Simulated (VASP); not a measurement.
# Al2Cu (P4/mmm) in VASP: further runs

Runs on Al2Cu. Level: r2SCAN. Tasks: single point.

All numbers are computed with VASP 6.6.1; they aren't measurements. Logs are shortened: lines on timing, memory, paths and dates and some standing lists are left out, and cuts for length are marked.

**1. The cell of the first run**

It takes space group P4/mmm (No. 123, tetragonal). The conventional cell has a = 4.211 Å, b = 4.211 Å, c = 2.851 Å, α = 90.00°, β = 90.00°, γ = 90.00°. Al (site symmetry mmm) has 4 Cu at 2.54 Å and 6 Al at 2.85 to 2.98 Å within 3.4 Å. Cu (site symmetry 4/mmm) has 8 Al at 2.54 Å and 2 Cu at 2.85 Å within 3.4 Å.

**2. Single point, r2SCAN (strain +0.030 along x and y, +0.000 along z)**

POSCAR

```
Al2Cu
1.0
    4.2106691299      0.0000000000      0.0000000000
    0.0000000000      4.2106691299      0.0000000000
    0.0000000000      0.0000000000      2.8513253939
Al Cu
2 1
Direct
    0.5000000000      0.0000000000      0.5000000000
    0.0000000000      0.5000000000      0.5000000000
    0.0000000000      0.0000000000      0.0000000000
```

INCAR.step1

```
PREC = Accurate
ENCUT = 520
ISMEAR = 0
SIGMA = 0.15
LREAL = False
LASPH = True
NELM = 80
NBANDS = 16
GGA = PE
ALGO = Normal
EDIFF = 1E-4
LWAVE = True
LCHARG = False
```

INCAR.step2

```
PREC = Accurate
ENCUT = 520
EDIFF = 1E-6
ISMEAR = 0
SIGMA = 0.15
LREAL = False
LASPH = True
NELM = 80
ALGO = Normal
ISIF = 2
LWAVE = False
LCHARG = False
METAGGA = R2SCAN
LMIXTAU = True
NBANDS = 16
ISTART = 1
```

KPOINTS

```
Automatic mesh
0
Gamma
  12 12 16
```

Potentials or basis: VASP PAW PBE potentials, release 64 (Al, Cu).

Command:

```sh
$ cat potpaw_PBE.64/Al/POTCAR potpaw_PBE.64/Cu/POTCAR > POTCAR
$ cp INCAR.step1 INCAR
$ mpirun -np 1 vasp_std > vasp.out
$ cp INCAR.step2 INCAR
$ mpirun -np 1 vasp_std > vasp.out
```

OUTCAR:

```text
PREC = Accurate
   ENCUT = 520
   EDIFF = 1E-6
   ISMEAR = 0
   LREAL = False
   LASPH = True
   NELM = 80
   ISIF = 2
   METAGGA = R2SCAN
   ISTART = 1

 ion  position               nearest neighbor table
   1  0.500  0.000  0.500-   3 2.54   3 2.54   3 2.54   3 2.54   2 2.98   2 2.98   2 2.98   2 2.98

   2  0.000  0.500  0.500-   3 2.54   3 2.54   3 2.54   3 2.54   1 2.98   1 2.98   1 2.98   1 2.98

   3  0.000  0.000  0.000-   1 2.54   2 2.54   1 2.54   2 2.54   2 2.54   2 2.54   1 2.54   1 2.54

  LATTYP: Found a simple tetragonal cell.
 ALAT       =     4.2106691299
 C/A-ratio  =     0.6771668127

  Lattice vectors:

 A1 = (   4.2106691299,   0.0000000000,   0.0000000000)
 A2 = (   0.0000000000,   4.2106691299,   0.0000000000)
 A3 = (   0.0000000000,   0.0000000000,   2.8513253939)

Analysis of symmetry for initial positions (statically):
=====================================================================
 Subroutine PRICEL returns:
 Original cell was already a primitive cell.

 Routine SETGRP: Setting up the symmetry group for a
 simple tetragonal supercell.

 Subroutine GETGRP returns: Found 16 space group operations
 (whereof 16 operations were pure point group operations)
 out of a pool of 16 trial point group operations.

The static configuration has the point symmetry D_4h.

Analysis of symmetry for dynamics (positions and initial velocities):
=====================================================================
 Subroutine PRICEL returns:
 Original cell was already a primitive cell.

 Routine SETGRP: Setting up the symmetry group for a
 simple tetragonal supercell.

 Subroutine GETGRP returns: Found 16 space group operations
 (whereof 16 operations were pure point group operations)
 out of a pool of 16 trial point group operations.

The dynamic configuration has the point symmetry D_4h.

 Subroutine INISYM returns: Found 16 space group operations
 (whereof 16 operations are pure point group operations),
 and found     1 'primitive' translations

----------------------------------------------------------------------------------------

                                     Primitive cell

  volume of cell :      50.5532

  direct lattice vectors                    reciprocal lattice vectors
     4.210669130  0.000000000  0.000000000     0.237491945  0.000000000  0.000000000
     0.000000000  4.210669130  0.000000000     0.000000000  0.237491945  0.000000000
     0.000000000  0.000000000  2.851325394     0.000000000  0.000000000  0.350714093

  length of vectors
     4.210669130  4.210669130  2.851325394     0.237491945  0.237491945  0.350714093

  position of ions in fractional coordinates (direct lattice)
     0.500000000  0.000000000  0.500000000
     0.000000000  0.500000000  0.500000000
     0.000000000  0.000000000  0.000000000

  ion indices of the primitive-cell ions
   primitive index   ion index
                 1           1
                 2           2
                 3           3

----------------------------------------------------------------------------------------

 KPOINTS: Automatic mesh

Automatic generation of k-mesh.
 Grid dimensions read from file:
 generate k-points for:   12   12   16

 Generating k-lattice:

  Cartesian coordinates                     Fractional coordinates (reciprocal lattice)
     0.019790995  0.000000000  0.000000000     0.083333333  0.000000000  0.000000000
     0.000000000  0.019790995  0.000000000     0.000000000  0.083333333  0.000000000
     0.000000000  0.000000000  0.021919631     0.000000000  0.000000000  0.062500000

  Length of vectors
     0.019790995  0.019790995  0.021919631

  Shift w.r.t. Gamma in fractional coordinates (k-lattice)
     0.000000000  0.000000000  0.000000000

 Subroutine IBZKPT returns following result:
 ===========================================

 Found    252 irreducible k-points:

 Following reciprocal coordinates:
            Coordinates               Weight
  0.000000  0.000000  0.000000      1.000000
  0.083333  0.000000  0.000000      4.000000
  0.166667  0.000000  0.000000      4.000000
  0.250000  0.000000  0.000000      4.000000
  0.333333  0.000000  0.000000      4.000000
  0.416667  0.000000  0.000000      4.000000
[... 16 lines left out ...]
  0.333333  0.333333  0.000000      4.000000
  0.416667  0.333333  0.000000      8.000000
 [... further k-points ...]
   k-points           NKPTS =    252   k-points in BZ     NKDIM =    252   number of bands    NBANDS=     16
   number of dos      NEDOS =    301   number of ions     NIONS =      3
   total plane-waves  NPLWV =  24576
   dimension x,y,z NGX =    32 NGY =   32 NGZ =   24
   dimension x,y,z NGXF=    64 NGYF=   64 NGZF=   48
   ions per type =               2   1
   NGX,Y,Z   is equivalent  to a cutoff of  12.63, 12.63, 13.99 a.u.
   NGXF,Y,Z  is equivalent  to a cutoff of  25.27, 25.27, 27.99 a.u.
 SYSTEM =  unknown system
   PREC   = accura    normal or accurate (medium, high low for compatibility)
   ISTART =      1    job   : 0-new  1-cont  2-samecut
   ICHARG =      0    charge: 1-file 2-atom 10-const
   ISPIN  =      1    spin polarized calculation?
   LNONCOLLINEAR =      F non collinear calculations
   LSORBIT =      F    spin-orbit coupling
   LASPH  =      T    aspherical Exc in radial PAW
   ENCUT  =  520.0 eV  38.22 Ry    6.18 a.u.   7.83  7.83  5.30*2*pi/ulx,y,z
   NELM   =     80;   NELMIN=  2; NELMDL=  0     # of ELM steps
   EDIFF  = 0.1E-05   stopping-criterion for ELM
   LREAL  =      F    real-space projection
   EDIFFG = 0.1E-04   stopping-criterion for IOM
   NSW    =      0    number of steps for IOM
   IBRION =     -1    ionic relax: 0-MD 1-quasi-New 2-CG
   NFREE  =      0    steps in history (QN), initial steepest desc. (CG)
   ISIF   =      2    stress and relaxation
   ISYM   =      2    0-nonsym 1-usesym 2-fastsym
   POTIM  = 0.5000    time-step for ionic-motion
   TEBEG  =    0.0;   TEEND  =   0.0 temperature during run
   PSTRESS=    0.0 pullay stress
   NELECT =      17.0000    total number of electrons
   NUPDOWN=      -1.0000    fix difference up-down
   EMIN   =  10.00;   EMAX   =-10.00  energy-range for DOS
   EFERMI =   0.00;   METHOD = LEGACY
   ISMEAR =     0;   SIGMA  =   0.15  broadening in eV -4-tet -1-fermi 0-gaus
   EFERMI_NEDOS =   21; number of points for ismear=-14 and -15
   IALGO  =     38    algorithm
   IMIX   =      4    mixing-type and parameters
     AMIX     =   0.40;   BMIX     =  1.00
     AMIX_MAG =   1.60;   BMIX_MAG =  1.00
  volume/ion in A,a.u.               =      16.85       113.72
  Fermi-wavevector in a.u.,A,eV,Ry     =   1.138435  2.151330 17.633608  1.296034
  Thomas-Fermi vector in A             =   2.275139
   LORBIT       =      0    0 simple, 1 ext, 2 COOP (PROOUT), +10 PAW based schemes
   METAGGA = R2SCAN    functional components
   LHFCALC =     F    Hartree Fock is set to
   AEXX    =    0.0000 exact exchange contribution
   IVDW    =     0    specifies the selected vdW correction
   LEPSILON=     F    determine dielectric tensor
   LRPA    =     F    only Hartree local field effects (RPA)
 non-spin polarized calculation
 Gauss-broadening in eV      SIGMA  =   0.15
  energy-cutoff  :      520.00
  volume of cell :       50.55
 maximum number of plane-waves:      1395
 NGX is ok and might be reduce to    32
   NGX = 15   NGY = 15   NGZ = 11

 number of electron      17.0000014 magnetization

 Free energy of the ion-electron system (eV)
  ---------------------------------------------------
  ext. energy  EPLUGINS =         0.00000000
  ---------------------------------------------------
  free energy    TOTEN  =       -24.36639441 eV

  energy without entropy =      -24.35724278  energy(sigma->0) =      -24.36181860

 E-fermi :   6.7304     XC(G=0): -10.9493

 val. band max:        6.7259331566   @ k =   0.0000   0.0000   0.1875
 cond. band min:       6.7315539317   @ k =   0.1667   0.1667   0.5000
 fundamental gap:      0.0056207751
 Fermi energy:         6.7304475689

 k-point     1 :       0.0000    0.0000    0.0000
  band No.  band energies     occupation
      1      -4.1333      2.00000
      2       1.1829      2.00000
      3       1.7943      2.00000
      4       2.4132      2.00000
      5       2.7214      2.00000
      6       2.7214      2.00000
[... 8 lines left out ...]
     15      14.2092      0.00000
     16      20.1428      0.00000

 k-point     2 :       0.0833    0.0000    0.0000
  band No.  band energies     occupation
      1      -4.0745      2.00000
      2       1.1397      2.00000
      3       1.7782      2.00000
      4       2.3939      2.00000
      5       2.7198      2.00000
      6       2.7216      2.00000
[... 8 lines left out ...]
     15      14.6924      0.00000
     16      20.0606      0.00000

 k-point     3 :       0.1667    0.0000    0.0000
  band No.  band energies     occupation
      1      -3.8996      2.00000
      2       0.9436      2.00000
      3       1.7354      2.00000
      4       2.3459      2.00000
      5       2.7155      2.00000
      6       2.7223      2.00000
[... 8 lines left out ...]
     15      16.1296      0.00000
     16      19.4646      0.00000

 k-point     4 :       0.2500    0.0000    0.0000
  band No.  band energies     occupation
      1      -3.6146      2.00000
      2       0.4626      2.00000
      3       1.6997      2.00000
      4       2.2892      2.00000
      5       2.5702      2.00000
      6       2.7095      2.00000
[... 8 lines left out ...]
     15      17.6979      0.00000
     16      18.7254      0.00000

 k-point     5 :       0.3333    0.0000    0.0000
  band No.  band energies     occupation
      1      -3.2355      2.00000
      2      -0.2211      2.00000
      3       1.6939      2.00000
      4       2.2399      2.00000
      5       2.4061      2.00000
      6       2.7036      2.00000
[... 8 lines left out ...]
     15      17.9876      0.00000
     16      19.3662      0.00000

 k-point     6 :       0.4167    0.0000    0.0000
  band No.  band energies     occupation
      1      -2.8146      2.00000
      2      -0.8800      2.00000
      3       1.7012      2.00000
      4       2.2074      2.00000
      5       2.3524      2.00000
      6       2.6993      2.00000
[... 8 lines left out ...]
     15      17.3803      0.00000
     16      18.8986      0.00000
[... 267 lines left out ...]
 k-point    21 :       0.4167    0.2500    0.0000
  band No.  band energies     occupation
      1      -2.2755      2.00000
      2      -0.4714      2.00000
      3       1.3504      2.00000
      4       1.9555      2.00000
      5       2.3760      2.00000
      6       2.7019      2.00000
[... 8 lines left out ...]
     15      17.7284      0.00000
     16      18.6920      0.00000

 k-point    22 :       0.5000    0.2500    0.0000
  band No.  band energies     occupation
      1      -2.0170      2.00000
      2      -0.8018      2.00000
      3       1.4249      2.00000
      4       1.9159      2.00000
      5       2.3431      2.00000
      6       2.7004      2.00000
[... 8 lines left out ...]
     15      17.4540      0.00000
     16      18.1505      0.00000

 k-point    23 :       0.3333    0.3333    0.0000
  band No.  band energies     occupation
      1      -2.3184      2.00000
      2       0.2143      2.00000
      3       0.8221      2.00000
      4       1.9114      2.00000
      5       2.4605      2.00000
      6       2.6930      2.00000
[... 8 lines left out ...]
     15      18.3062      0.00000
     16      19.0220      0.00000

 k-point    24 :       0.4167    0.3333    0.0000
  band No.  band energies     occupation
      1      -1.8732      2.00000
      2      -0.1972      2.00000
      3       0.8728      2.00000
      4       1.7669      2.00000
      5       2.3739      2.00000
      6       2.6481      2.00000
[... 8 lines left out ...]
     15      17.9482      0.00000
     16      18.3610      0.00000

 [... further k-points ...]

------------------------ aborting loop because EDIFF is reached ----------------------------------------

  FORCE on cell =-STRESS in cart. coord.  units (eV):
  Direction    XX          YY          ZZ          XY          YZ          ZX
  --------------------------------------------------------------------------------------
  -------------------------------------------------------------------------------------
  Total       -1.8577083     -1.8577083     -1.2123723      0.0000000      0.0000000      0.0000000
  in kB      -58.8761065    -58.8761065    -38.4235588      0.0000000      0.0000000      0.0000000
  external PRESSURE =     -52.0585906 kB  Pullay stress =       0.0000000 kB

 VOLUME and BASIS-vectors are now :
 -----------------------------------------------------------------------------
  energy-cutoff  :      520.00
  volume of cell :       50.55
      direct lattice vectors                 reciprocal lattice vectors
     4.210669130  0.000000000  0.000000000     0.237491945  0.000000000  0.000000000
     0.000000000  4.210669130  0.000000000     0.000000000  0.237491945  0.000000000
     0.000000000  0.000000000  2.851325394     0.000000000  0.000000000  0.350714093

 POSITION                                       TOTAL-FORCE (eV/Angst)
 -----------------------------------------------------------------------------------
      2.10533      0.00000      1.42566         0.000000      0.000000      0.000000
      0.00000      2.10533      1.42566         0.000000      0.000000      0.000000
      0.00000      0.00000      0.00000         0.000000      0.000000      0.000000
 -----------------------------------------------------------------------------------
    total drift:                               -0.000000     -0.000000      0.000000

  FREE ENERGIE OF THE ION-ELECTRON SYSTEM (eV)
  ---------------------------------------------------
  free  energy   TOTEN  =       -24.3663944126 eV

  energy  without entropy=      -24.3572427784  energy(sigma->0) =      -24.36181860
```

It took 11 min on 1 thread of Intel Xeon 8259CL, shared host; peak memory 0.33 GiB.

What came out:

```yaml
Free_energy: -24.3664 eV
Pressure: -5.2 GPa
Band_gap_on_the_k_mesh: zero (an odd number of electrons rules out a gap without spin polarisation)
```

Caveat: the cell differs from its parent crystal (strain +0.030 along x and y, +0.000 along z); the cell stands under tension; the PAW data sets were made with another functional, which shifts forces and pressure a little.

**3. Single point, r2SCAN (strain +0.015 along x and y, +0.030 along z)**

POSCAR

```
Al2Cu
1.0
    4.1493487057      0.0000000000      0.0000000000
    0.0000000000      4.1493487057      0.0000000000
    0.0000000000      0.0000000000      2.9368651557
Al Cu
2 1
Direct
    0.5000000000      0.0000000000      0.5000000000
    0.0000000000      0.5000000000      0.5000000000
    0.0000000000      0.0000000000      0.0000000000
```

INCAR.step1

```
SYSTEM = Al2Cu
PREC     = Accurate       ! precision mode
ENCUT    = 520            ! plane-wave cutoff, eV
ISMEAR   = 0              ! smearing method
SIGMA    = 0.15           ! smearing width, eV
LREAL    = .False.        ! projectors in reciprocal space
LASPH    = .True.         ! aspherical terms in the spheres
NELM     = 80             ! most SCF steps
NBANDS   = 16             ! bands
GGA      = PE             ! functional
ALGO     = Normal         ! electronic algorithm
EDIFF    = 1E-4           ! SCF threshold, eV
LWAVE    = .True.         ! write WAVECAR
LCHARG   = .False.        ! write CHGCAR
```

INCAR.step2

```
SYSTEM = Al2Cu
PREC     = Accurate       ! precision mode
ENCUT    = 520            ! plane-wave cutoff, eV
EDIFF    = 1E-6           ! SCF threshold, eV
ISMEAR   = 0              ! smearing method
SIGMA    = 0.15           ! smearing width, eV
LREAL    = .False.        ! projectors in reciprocal space
LASPH    = .True.         ! aspherical terms in the spheres
NELM     = 80             ! most SCF steps
ALGO     = Normal         ! electronic algorithm
ISIF     = 2              ! what is computed and relaxed
LWAVE    = .False.        ! write WAVECAR
LCHARG   = .False.        ! write CHGCAR
METAGGA  = R2SCAN         ! meta-GGA
LMIXTAU  = .True.       
NBANDS   = 16             ! bands
ISTART   = 1
```

KPOINTS

```
regular mesh
0
Gamma
  12 12 16
  0 0 0
```

Potentials or basis: VASP PAW PBE potentials, release 64 (Al, Cu).

Command:

```sh
$ cat potpaw_PBE.64/Al/POTCAR potpaw_PBE.64/Cu/POTCAR > POTCAR
$ cp INCAR.step1 INCAR
$ mpirun -np 1 vasp_std > vasp.out
$ cp INCAR.step2 INCAR
$ mpirun -np 1 vasp_std > vasp.out
```

It took 8.9 min on 1 thread of Intel Xeon 8259CL, shared host; peak memory 0.33 GiB.

It converged, with:

- Free energy: -24.3645 eV
- Pressure: -5.4 GPa
- Band gap on the k mesh: zero (an odd number of electrons rules out a gap without spin polarisation)

Stress tensor (GPa, compression positive):
```
-4.67  0.00  0.00
 0.00 -4.67  0.00
 0.00  0.00 -6.78
```

Levels at points of the mesh, in eV from the Fermi level:
```tsv
k point	band 7	band 8	band 9	band 10	band 11	band 12
(0.00, 0.00, 0.00)	-2.40	-2.40	0.02	1.14	6.13	6.57
(0.50, 0.00, 0.00)	-4.00	-1.04	1.68	2.01	2.11	7.57
(0.50, 0.50, 0.00)	-4.03	-4.03	-2.40	8.92	8.92	9.55
(0.00, 0.00, 0.50)	-3.03	2.57	2.57	2.63	2.94	2.94
(0.50, 0.00, 0.50)	-3.06	-2.51	-1.73	3.84	4.19	4.44
(0.50, 0.50, 0.50)	-2.30	-2.30	-0.94	-0.83	-0.03	-0.03
```

Caveat: the cell differs from its parent crystal (strain +0.015 along x and y, +0.030 along z); the cell stands under tension; the PAW data sets were made with another functional, which shifts forces and pressure a little.

(Part 1 of 2 ends here.)
